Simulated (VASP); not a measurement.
Write the native input for VASP 6.6.1 that does the following.

- Task: single point
- Functional: LDA
- Potentials or basis: VASP PAW LDA potentials, release 64 (Rh_pv)
- Cutoff: 520 eV
- k mesh: 10 × 10 × 10
- Occupations: gaussian, width 0.1 eV
- Spin: no spin polarisation
- Dipole correction: no
- Further INCAR settings: ALGO = Normal; EDIFF = 1e-06; NBANDS = 14

The structure of Rh lies in POSCAR:

```
Rh
1.0
    2.4483684834      0.0000000000      0.0000000000
    0.0000000000      2.4483684834      0.0000000000
    0.0000000000      0.0000000000      2.4483684834
Rh
1
Direct
    0.0000000000      0.0000000000      0.0000000000
```

The input as run:

INCAR

```
PREC     = Accurate       # precision mode
ENCUT    = 520            # plane-wave cutoff, eV
EDIFF    = 1E-6           # SCF threshold, eV
ISMEAR   = 0              # smearing method
SIGMA    = 0.1            # smearing width, eV
LREAL    = F              # projectors in reciprocal space
LASPH    = T              # aspherical terms in the spheres
NELM     = 80             # most SCF steps
ALGO     = Normal         # electronic algorithm
ISIF     = 2              # what is computed and relaxed
LWAVE    = F              # write WAVECAR
LCHARG   = F              # write CHGCAR
GGA      = CA             # functional
NBANDS   = 14             # bands
```

KPOINTS

```
regular mesh
0
Gamma
  10 10 10
```

Potentials or basis: VASP PAW LDA potentials, release 64 (Rh_pv).

Command:

```sh
$ cat potpaw_LDA.64/Rh_pv/POTCAR > POTCAR
$ mpirun -np 1 vasp_std > vasp.out
```

Results of the run:

```json
{
 "Pressure": "10.9 GPa"
}
```

It took 5.4 s on 1 thread of Intel(R) Xeon(R) Platinum 8259CL CPU @ 2.50GHz (Skylake/Cascade Lake), with other jobs on the host, peak memory 0.12 GiB.
